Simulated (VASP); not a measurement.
# Mg3BiSb (Cm) in VASP: further runs

The runs below take Mg3BiSb through single point, with PBEsol.

Program: VASP 6.6.1. These are calculated values, not measurements. Logs are shortened: lines on timing, memory, paths and dates and some standing lists are left out, and cuts for length are marked.

## 1. The cell of the first run

The structure is monoclinic, space group Cm (No. 8). The conventional cell has a = 7.990 Å, b = 13.784 Å, c = 7.254 Å, α = 90.00°, β = 90.05°, γ = 90.00°. Mg (site symmetry 1) has 2 Sb at 2.83 to 2.84 Å and 2 Bi at 2.90 to 3.01 Å and 6 Mg at 3.26 to 3.83 Å within 3.9 Å. Within 3.8 Å of Mg (site symmetry m) lie 3 Sb at 2.84 to 2.93 Å and 1 Bi at 2.92 Å and 6 Mg at 3.23 to 3.74 Å. Within 4.0 Å of Mg (site symmetry m) lie 1 Sb at 2.82 Å and 3 Bi at 2.88 to 3.00 Å and 6 Mg at 3.26 to 3.93 Å. Within 3.9 Å of Mg (site symmetry 1) lie 2 Sb at 2.83 to 2.93 Å and 2 Bi at 2.90 Å and 6 Mg at 3.23 to 3.83 Å. Within 4.0 Å of Mg (site symmetry 1) lie 3 Sb at 3.05 to 3.14 Å and 3 Bi at 3.07 to 3.17 Å and 6 Mg at 3.71 to 3.83 Å. Mg (site symmetry m) has 3 Sb at 3.01 to 3.05 Å and 3 Bi at 3.16 to 3.22 Å and 6 Mg at 3.63 to 3.93 Å within 4.0 Å. Bi (site symmetry 1) has 7 Mg at 2.88 to 3.17 Å within 3.8 Å. Bi (site symmetry m) has 7 Mg at 2.90 to 3.22 Å within 3.8 Å.

## 2. Single point, PBEsol

INCAR reads:

```
SYSTEM = Mg3BiSb
ALGO = Normal
EDIFF = 1E-6
ENCUT = 520
GGA = PS
ISIF = 2
ISMEAR = 0
LASPH = .True.
LCHARG = .True.
LELF = .True.
LREAL = Auto
LVHAR = .True.
LWAVE = .False.
NBANDS = 52
NELM = 100
PREC = Accurate
SIGMA = 0.1
```

KPOINTS reads:

```
k-points
0
Gamma
  4 3 3
  0 0 0
```

POSCAR reads:

```
Mg3BiSb
1.0
    0.0000000000      0.0029780048      7.2543212641
    6.8920308424      3.9949397762      0.0016312956
   -6.8920308424      3.9949397762      0.0016312956
Mg Bi Sb
9 3 3
Direct
    0.6320425336      0.3338347643      0.3374055314
    0.6320425336      0.6707388647      0.0005014310
    0.6318491488     -0.0034925863      0.6631740803
    0.3716965071      0.3292421982      0.9959088649
    0.3706317811      0.6700493856      0.6667551802
    0.3706317811      0.0000885135      0.3367160522
   -0.0015429956     -0.0105262316     -0.0101663090
   -0.0015429956      0.3231670243      0.6561404351
   -0.0013803356      0.6868359158      0.3535025824
    0.2170054294      0.3339180906      0.3318671863
    0.2170054294      0.6652005197      0.0005847572
    0.7850862991      0.3339448697      1.0006115364
    0.2277171524      0.0012106331      0.6678772998
    0.7743788656      0.6658219231      0.6666327820
    0.7743788656     -0.0000338847      0.3324885897
```

Potentials or basis: VASP PAW PBE potentials, release 64 (Mg, Bi_d, Sb).

Started as:

```
$ cat potpaw_PBE.64/Mg/POTCAR potpaw_PBE.64/Bi_d/POTCAR potpaw_PBE.64/Sb/POTCAR > POTCAR
$ mpirun -np 1 vasp_std > vasp.out
```

OUTCAR:

```text
SYSTEM = Mg3BiSb
   EDIFF = 1E-6
   ENCUT = 520
   GGA = PS
   ISIF = 2
   ISMEAR = 0
   LASPH = .True.
   LREAL = Auto
   NELM = 100
   PREC = Accurate

 ion  position               nearest neighbor table
   1  0.632  0.334  0.337-  15 2.83  14 2.84  12 2.90  10 3.01   6 3.26   5 3.26   4 3.30
   2  0.632  0.671  0.001-  14 2.83  15 2.84  12 2.90  11 3.01   5 3.26   6 3.26   4 3.30
   3  0.632  0.997  0.663-  15 2.84  14 2.84  12 2.92  13 2.93   6 3.23   5 3.23   4 3.26   9 3.63

   4  0.372  0.329  0.996-  13 2.82  10 2.88  11 2.88  12 3.00   3 3.26   2 3.30   1 3.30
   5  0.371  0.670  0.667-  13 2.83  11 2.90  10 2.90  14 2.93   3 3.23   2 3.26   1 3.26
   6  0.371  0.000  0.337-  13 2.83  10 2.90  11 2.90  15 2.93   3 3.23   1 3.26   2 3.26
   7  0.998  0.989  0.990-  14 3.05  11 3.07  13 3.10  12 3.11  15 3.14  10 3.17
   8  0.998  0.323  0.656-  15 3.05  10 3.07  13 3.10  12 3.11  14 3.14  11 3.17
   9  0.999  0.687  0.354-  13 3.01  15 3.05  14 3.05  11 3.16  10 3.16  12 3.22   3 3.63
  10  0.217  0.334  0.332-   4 2.88   6 2.90   5 2.90   1 3.01   8 3.07   9 3.16   7 3.17
  11  0.217  0.665  0.001-   4 2.88   5 2.90   6 2.90   2 3.01   7 3.07   9 3.16   8 3.17
  12  0.785  0.334  0.001-   1 2.90   2 2.90   3 2.92   4 3.00   7 3.11   8 3.11   9 3.22
  13  0.228  0.001  0.668-   4 2.82   5 2.83   6 2.83   3 2.93   9 3.01   8 3.10   7 3.10
  14  0.774  0.666  0.667-   2 2.83   1 2.84   3 2.84   5 2.93   9 3.05   7 3.05   8 3.14
  15  0.774  1.000  0.332-   1 2.83   2 2.84   3 2.84   6 2.93   9 3.05   8 3.05   7 3.14

  LATTYP: Found a base centered monoclinic cell.
 ALAT       =     7.9898802185
 B/A-ratio  =     1.7251900289
 C/A-ratio  =     0.9079387521
 COS(beta)  =    -0.0008188549

  Lattice vectors:

 A1 = (  -6.8920308424,  -3.9949397762,  -0.0016312956)
 A2 = (   6.8920308424,  -3.9949397762,  -0.0016312956)
 A3 = (   0.0000000000,   0.0029780048,   7.2543212641)

Analysis of symmetry for initial positions (statically):
=====================================================================
 Subroutine PRICEL returns:
 Original cell was already a primitive cell.

 Routine SETGRP: Setting up the symmetry group for a
 base centered monoclinic supercell.

 Subroutine GETGRP returns: Found  2 space group operations
 (whereof  1 operations were pure point group operations)
 out of a pool of  4 trial point group operations.

The static configuration has the point symmetry C_1 .
 The point group associated with its full space group is C_1h.

Analysis of symmetry for dynamics (positions and initial velocities):
=====================================================================
 Subroutine PRICEL returns:
 Original cell was already a primitive cell.

 Routine SETGRP: Setting up the symmetry group for a
 base centered monoclinic supercell.

 Subroutine GETGRP returns: Found  2 space group operations
 (whereof  1 operations were pure point group operations)
 out of a pool of  4 trial point group operations.

The dynamic configuration has the point symmetry C_1 .
 The point group associated with its full space group is C_1h.

 Subroutine INISYM returns: Found  2 space group operations
 (whereof  1 operations are pure point group operations),
 and found     1 'primitive' translations

----------------------------------------------------------------------------------------

                                     Primitive cell

  volume of cell :     399.4700

  direct lattice vectors                    reciprocal lattice vectors
     0.000000000  0.002978005  7.254321264     0.000000000 -0.000056289  0.137848895
     6.892030842  3.994939776  0.001631296     0.072547557  0.125158353 -0.000051379
    -6.892030842  3.994939776  0.001631296    -0.072547557  0.125158353 -0.000051379

  length of vectors
     7.254321875  7.966155636  7.966155636     0.137848906  0.144664315  0.144664315

  position of ions in fractional coordinates (direct lattice)
     0.632042534  0.333834764  0.337405531
     0.632042534  0.670738865  0.000501431
     0.631849149  0.996507414  0.663174080
     0.371696507  0.329242198  0.995908865
     0.370631781  0.670049386  0.666755180
     0.370631781  0.000088514  0.336716052
     0.998457004  0.989473768  0.989833691
     0.998457004  0.323167024  0.656140435
     0.998619664  0.686835916  0.353502582
     0.217005429  0.333918091  0.331867186
     0.217005429  0.665200520  0.000584757
     0.785086299  0.333944870  0.000611536
     0.227717152  0.001210633  0.667877300
     0.774378866  0.665821923  0.666632782
     0.774378866  0.999966115  0.332488590

  ion indices of the primitive-cell ions
   primitive index   ion index
                 1           1
                 2           2
                 3           3
                 4           4
                 5           5
                 6           6
                 7           7
                 8           8
                 9           9
                10          10
                11          11
                12          12
                13          13
                14          14
                15          15

----------------------------------------------------------------------------------------

 KPOINTS: k-points

Automatic generation of k-mesh.
 Grid dimensions read from file:
 generate k-points for:    4    3    3

 Generating k-lattice:

  Cartesian coordinates                     Fractional coordinates (reciprocal lattice)
     0.000000000 -0.000014072  0.034462224     0.250000000 -0.000000000 -0.000000000
     0.024182519  0.041719451 -0.000017126     0.000000000  0.333333333 -0.000000000
    -0.024182519  0.041719451 -0.000017126     0.000000000 -0.000000000  0.333333333

  Length of vectors
     0.034462227  0.048221438  0.048221438

  Shift w.r.t. Gamma in fractional coordinates (k-lattice)
     0.000000000  0.000000000  0.000000000

 Subroutine IBZKPT returns following result:
 ===========================================

 Found     14 irreducible k-points:

 Following reciprocal coordinates:
            Coordinates               Weight
  0.000000  0.000000  0.000000      1.000000
  0.250000  0.000000  0.000000      2.000000
  0.500000  0.000000  0.000000      1.000000
 -0.000000  0.333333 -0.000000      4.000000
  0.250000  0.333333 -0.000000      4.000000
  0.500000  0.333333 -0.000000      4.000000
 -0.250000  0.333333 -0.000000      4.000000
 -0.000000  0.333333  0.333333      2.000000
  0.250000  0.333333  0.333333      2.000000
  0.500000  0.333333  0.333333      2.000000
 -0.250000  0.333333  0.333333      2.000000
  0.000000 -0.333333  0.333333      2.000000
  0.250000 -0.333333  0.333333      4.000000
  0.500000 -0.333333  0.333333      2.000000
   k-points           NKPTS =     14   k-points in BZ     NKDIM =     14   number of bands    NBANDS=     52
   number of dos      NEDOS =    301   number of ions     NIONS =     15
   total plane-waves  NPLWV = 194400
   dimension x,y,z NGX =    54 NGY =   60 NGZ =   60
   dimension x,y,z NGXF=   108 NGYF=  120 NGZF=  120
   ions per type =               9   3   3
   NGX,Y,Z   is equivalent  to a cutoff of  12.38, 12.52, 12.52 a.u.
   NGXF,Y,Z  is equivalent  to a cutoff of  24.75, 25.04, 25.04 a.u.
 SYSTEM =  Mg3BiSb
   PREC   = accura    normal or accurate (medium, high low for compatibility)
   ISTART =      0    job   : 0-new  1-cont  2-samecut
   ICHARG =      2    charge: 1-file 2-atom 10-const
   ISPIN  =      1    spin polarized calculation?
   LNONCOLLINEAR =      F non collinear calculations
   LSORBIT =      F    spin-orbit coupling
   LASPH  =      T    aspherical Exc in radial PAW
   ENCUT  =  520.0 eV  38.22 Ry    6.18 a.u.  13.49 14.81 14.81*2*pi/ulx,y,z
   NELM   =    100;   NELMIN=  2; NELMDL= -5     # of ELM steps
   EDIFF  = 0.1E-05   stopping-criterion for ELM
   LREAL  =      T    real-space projection
   EDIFFG = 0.1E-04   stopping-criterion for IOM
   NSW    =      0    number of steps for IOM
   IBRION =     -1    ionic relax: 0-MD 1-quasi-New 2-CG
   NFREE  =      0    steps in history (QN), initial steepest desc. (CG)
   ISIF   =      2    stress and relaxation
   ISYM   =      2    0-nonsym 1-usesym 2-fastsym
   POTIM  = 0.5000    time-step for ionic-motion
   TEBEG  =    0.0;   TEEND  =   0.0 temperature during run
   PSTRESS=    0.0 pullay stress
   NELECT =      78.0000    total number of electrons
   NUPDOWN=      -1.0000    fix difference up-down
   EMIN   =  10.00;   EMAX   =-10.00  energy-range for DOS
   EFERMI =   0.00;   METHOD = LEGACY
   ISMEAR =     0;   SIGMA  =   0.10  broadening in eV -4-tet -1-fermi 0-gaus
   EFERMI_NEDOS =   21; number of points for ismear=-14 and -15
   IALGO  =     38    algorithm
   IMIX   =      4    mixing-type and parameters
     AMIX     =   0.40;   BMIX     =  1.00
     AMIX_MAG =   1.60;   BMIX_MAG =  1.00
  volume/ion in A,a.u.               =      26.63       179.72
  Fermi-wavevector in a.u.,A,eV,Ry     =   0.949755  1.794777 12.272929  0.902035
  Thomas-Fermi vector in A             =   2.078068
   LORBIT       =      0    0 simple, 1 ext, 2 COOP (PROOUT), +10 PAW based schemes
   GGA     = PS    functional components
   LHFCALC =     F    Hartree Fock is set to
   AEXX    =    0.0000 exact exchange contribution
   IVDW    =     0    specifies the selected vdW correction
   LEPSILON=     F    determine dielectric tensor
   LRPA    =     F    only Hartree local field effects (RPA)
 non-spin polarized calculation
 Gauss-broadening in eV      SIGMA  =   0.10
  energy-cutoff  :      520.00
  volume of cell :      399.47
 maximum number of plane-waves:     10775
 NGX is ok and might be reduce to    54
   NGX = 27   NGY = 29   NGZ = 29

 number of electron      77.9999987 magnetization

 Free energy of the ion-electron system (eV)
  ---------------------------------------------------
  ext. energy  EPLUGINS =         0.00000000
  ---------------------------------------------------
  free energy    TOTEN  =       -46.69612716 eV

  energy without entropy =      -46.69250105  energy(sigma->0) =      -46.69431410

 E-fermi :   4.6110     XC(G=0):  -9.0130

 val. band max:        4.5801144229   @ k =   0.0000   0.0000   0.0000
 cond. band min:       4.6852363761   @ k =   0.2500   0.3333   0.3333
 fundamental gap:      0.1051219532
 Fermi energy:         4.6110071065

 k-point     1 :       0.0000    0.0000    0.0000
  band No.  band energies     occupation
      1     -17.5510      2.00000
      2     -17.5459      2.00000
      3     -17.5406      2.00000
      4     -17.5405      2.00000
      5     -17.5344      2.00000
      6     -17.5340      2.00000
[... 43 lines left out ...]
     50       8.7299      0.00000
     51       8.7341      0.00000

 k-point     2 :       0.2500    0.0000    0.0000
  band No.  band energies     occupation
      1     -17.5508      2.00000
      2     -17.5457      2.00000
      3     -17.5408      2.00000
      4     -17.5407      2.00000
      5     -17.5345      2.00000
      6     -17.5340      2.00000
[... 640 lines left out ...]
 k-point    14 :       0.5000   -0.3333    0.3333
  band No.  band energies     occupation
      1     -17.5505      2.00000
      2     -17.5456      2.00000
      3     -17.5424      2.00000
      4     -17.5393      2.00000
      5     -17.5354      2.00000
      6     -17.5332      2.00000
[... 43 lines left out ...]
     50       7.5202      0.00000
     51       7.6329      0.00000
 [bands above 51 left out]

------------------------ aborting loop because EDIFF is reached ----------------------------------------

  FORCE on cell =-STRESS in cart. coord.  units (eV):
  Direction    XX          YY          ZZ          XY          YZ          ZX
  --------------------------------------------------------------------------------------
  -------------------------------------------------------------------------------------
  Total        0.2783802     -0.0485088     -0.0063050      0.0000000      0.0063215      0.0000000
  in kB        1.1165154     -0.1945570     -0.0252880      0.0000000      0.0253539      0.0000000
  external PRESSURE =       0.2988901 kB  Pullay stress =       0.0000000 kB

 VOLUME and BASIS-vectors are now :
 -----------------------------------------------------------------------------
  energy-cutoff  :      520.00
  volume of cell :      399.47
      direct lattice vectors                 reciprocal lattice vectors
     0.000000000  0.002978005  7.254321264     0.000000000 -0.000056289  0.137848895
     6.892030842  3.994939776  0.001631296     0.072547557  0.125158353 -0.000051379
    -6.892030842  3.994939776  0.001631296    -0.072547557  0.125158353 -0.000051379

 POSITION                                       TOTAL-FORCE (eV/Angst)
 -----------------------------------------------------------------------------------
     -0.02461      2.68345      4.58613         0.028378     -0.013924     -0.022780
      4.61930      2.68345      4.58613        -0.028378     -0.013924     -0.022780
      2.29734      6.63221      4.58634        -0.000000      0.045973      0.024324
     -4.59469      5.29501      2.69857        -0.000000      0.020510      0.037587
      0.02270      5.34156      2.69086        -0.037491     -0.026661     -0.018199
     -2.32005      1.34662      2.68923         0.037491     -0.026661     -0.018199
     -0.00248      7.91019      7.24636         0.014322      0.017067     -0.005171
     -2.29486      3.91525      7.24473        -0.014322      0.017067     -0.005171
      2.29734      4.15906      7.24600        -0.000000     -0.028090     -0.006089
      0.01413      2.66042      1.57531        -0.008081      0.013504      0.015712
      4.58055      2.66042      1.57531         0.008081      0.013504      0.015712
      2.29734      1.33887      5.69581        -0.000000     -0.009445      0.000133
     -4.59469      2.67364      1.65302        -0.000000     -0.009612     -0.041359
     -0.00559      5.32538      5.61977         0.020419      0.000346      0.023140
      4.60028      5.32538      5.61977        -0.020419      0.000346      0.023140
 -----------------------------------------------------------------------------------
    total drift:                               -0.000002      0.006127      0.010452

  FREE ENERGIE OF THE ION-ELECTRON SYSTEM (eV)
  ---------------------------------------------------
  free  energy   TOTEN  =       -46.6961271604 eV

  energy  without entropy=      -46.6925010485  energy(sigma->0) =      -46.69431410
```

Wall time 6.7 min (1 thread of Intel Xeon Platinum 8175M at 2.50GHz (Skylake/Cascade Lake), shared host); peak memory 0.54 GiB.

Results:

```yaml
Free_energy: -46.6961 eV
Pressure: 0.0 GPa
Largest_force: 0.052 eV/Å
Band_gap_on_the_k_mesh: 0.11 eV (least direct gap 0.19 eV)
```

Forces in eV/Å, atoms in the order of the input:
```
Mg   0.028 -0.014 -0.023
Mg  -0.028 -0.014 -0.023
Mg   0.000  0.046  0.024
Mg   0.000  0.021  0.038
Mg  -0.037 -0.027 -0.018
Mg   0.037 -0.027 -0.018
Mg   0.014  0.017 -0.005
Mg  -0.014  0.017 -0.005
Mg   0.000 -0.028 -0.006
Bi  -0.008  0.014  0.016
Bi   0.008  0.014  0.016
Bi   0.000 -0.009  0.000
Sb   0.000 -0.010 -0.041
Sb   0.020  0.000  0.023
Sb  -0.020  0.000  0.023
```

Levels at points of the mesh, in eV from the valence-band top:
| k point | band 37 | band 38 | band 39 | band 40 | band 41 | band 42 |
| --- | --- | --- | --- | --- | --- | --- |
| (0.00, 0.00, 0.00) | -0.39 | -0.36 | 0.00 | 0.19 | 0.20 | 0.46 |
| (0.50, 0.00, 0.00) | -0.76 | -0.67 | -0.66 | 1.35 | 1.41 | 1.51 |

Caveat: the PAW data sets were made with another functional, which shifts forces and pressure a little; spin-orbit coupling is left out, which moves the levels of the heavy elements; an odd mesh through Γ misses points on the zone boundary, where band edges can lie.

## 3. Single point, PBEsol

This run uses another cell than the first one, of 27.04 Å³/atom.

INCAR reads:

```
SYSTEM = Mg3BiSb
  PREC = Accurate
  ENCUT = 520
  EDIFF = 1E-6
  ISMEAR = 0
  SIGMA = 0.1
  LREAL = Auto
  LASPH = .True.
  NELM = 60
  ALGO = Normal
  ISIF = 2
  LWAVE = .False.
  LCHARG = .False.
  GGA = PS
  NBANDS = 52
```

KPOINTS reads:

```
Automatic mesh
0
Gamma
  4 3 3
  0 0 0
```

POSCAR reads:

```
Mg3BiSb
1.0
    0.0000000000      0.0000000000      7.3070074100
    6.9327805000      4.0026426900      0.0000000000
   -6.9327805000      4.0026426900      0.0000000000
Mg Bi Sb
9 3 3
Direct
    0.6300000000      0.3333333300      0.3333333300
    0.6300000000      0.6666666700      0.0000000000
    0.6300000000      0.0000000000      0.6666666700
    0.3700000000      0.3333333300      1.0000000000
    0.3700000000      0.6666666700      0.6666666700
    0.3700000000      0.0000000000      0.3333333300
    0.0000000000      0.0000000000      0.0000000000
    0.0000000000      0.3333333300      0.6666666700
    0.0000000000      0.6666666700      0.3333333300
    0.2350000000      0.3333333300      0.3333333300
    0.2350000000      0.6666666700      0.0000000000
    0.7650000000      0.3333333300      1.0000000000
    0.2350000000      0.0000000000      0.6666666700
    0.7650000000      0.6666666700      0.6666666700
    0.7650000000      0.0000000000      0.3333333300
```

Potentials or basis: VASP PAW PBE potentials, release 64 (Mg, Bi_d, Sb).

Started as:

```
$ cat potpaw_PBE.64/Mg/POTCAR potpaw_PBE.64/Bi_d/POTCAR potpaw_PBE.64/Sb/POTCAR > POTCAR
$ mpirun -np 1 vasp_std > vasp.out
```

Run time: 6.2 min. Hardware: 1 thread of Intel Xeon Platinum 8175M at 2.50GHz (Skylake/Cascade Lake), shared host; peak memory 0.54 GiB.

Results (log left out):

```yaml
Free_energy: -46.4783 eV
Pressure: -0.1 GPa
Largest_force: 0.713 eV/Å
Band_gap_on_the_k_mesh: 0.19 eV
```

Forces on the atoms (eV/Å):
```
Mg  -0.164  0.094  0.249
Mg   0.164  0.094  0.249
Mg   0.000 -0.189  0.068
Mg   0.000 -0.189 -0.172
Mg   0.163  0.094  0.009
Mg  -0.163  0.094  0.009
Mg   0.000 -0.092 -0.052
Mg   0.000 -0.092 -0.052
Mg   0.000  0.184 -0.052
Bi  -0.011  0.006 -0.696
Bi   0.011  0.006 -0.696
Bi   0.000 -0.013  0.712
Sb   0.000 -0.014 -0.385
Sb   0.012  0.007  0.404
Sb  -0.012  0.007  0.404
```

Stress tensor (GPa, compression positive):
```
-0.24  0.00  0.00
 0.00 -0.24  0.00
 0.00  0.00  0.32
```

Levels at points of the mesh, in eV from the valence-band top:
```tsv
k point	band 36	band 37	band 38	band 39	band 40	band 41	band 42	band 43
(0.00, 0.00, 0.00)	-1.05	-0.32	-0.32	0.00	0.19	0.19	0.44	1.01
(0.50, 0.00, 0.00)	-0.79	-0.79	-0.60	-0.60	1.42	1.51	1.67	1.81
```

Caveat: the PAW data sets were made with another functional, which shifts forces and pressure a little; spin-orbit coupling is left out, which moves the levels of the heavy elements; an odd mesh through Γ misses points on the zone boundary, where band edges can lie.
